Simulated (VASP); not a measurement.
Set up this calculation in VASP 6.6.1, as the native input.

```
Task                   : relaxation of cell and atoms
Functional             : PBE
Potentials or basis    : VASP PAW PBE potentials, release 64 (Cd, Ag)
Cutoff                 : 600 eV
k mesh                 : 8 × 8 × 8
Occupations            : gaussian, width 0.1 eV
Spin                   : no spin polarisation
Dipole correction      : no
Further INCAR settings : ALGO = Fast; EDIFF = 1e-07; IBRION = 2; EDIFFG = -0.01; NSW = 100; ISIF = 3
```

The structure of CdAg2 lies in POSCAR:

```
CdAg2
1.0
    0.0000000000      3.9307167000      3.9307167000
    3.9307167000      0.0000000000      3.9307167000
    3.9307167000      3.9307167000      0.0000000000
Cd Ag
2 4
Direct
    0.5000000000      0.5000000000      0.5000000000
    0.7500000000      0.7500000000      0.7500000000
    0.1250000000      0.1250000000      0.1250000000
    0.6250000000      0.1250000000      0.1250000000
    0.1250000000      0.1250000000      0.6250000000
    0.1250000000      0.6250000000      0.1250000000
```

The cell was generated, and may not be a known phase.

These files were run (other wordings do the same):

INCAR

```
PREC = Accurate
ENCUT = 600
EDIFF = 1E-7
ISMEAR = 0
SIGMA = 0.1
LREAL = F
LASPH = T
NELM = 60
ALGO = Fast
ISIF = 3
LWAVE = F
LCHARG = F
GGA = PE
IBRION = 2
NSW = 100
EDIFFG = -0.01
```

KPOINTS

```
Automatic mesh
0
Gamma
  8 8 8
```

Potentials or basis: VASP PAW PBE potentials, release 64 (Cd, Ag).

Command:

```bash
$ cat potpaw_PBE.64/Cd/POTCAR potpaw_PBE.64/Ag/POTCAR > POTCAR
$ mpirun -np 1 vasp_std > vasp.out
```

It gave:

| Item | Value |
| --- | --- |
| Pressure after relaxing | 0.0 GPa |
| Band gap on the k mesh | zero (bands 34 and 35 overlap by 1.40 eV) |

Caveat: the relaxation stopped at its first step, so nothing moved.

Wall time 2.5 min on 1 thread of AMD EPYC 9R45 (Zen 5), on a shared host, peak memory 0.35 GiB.
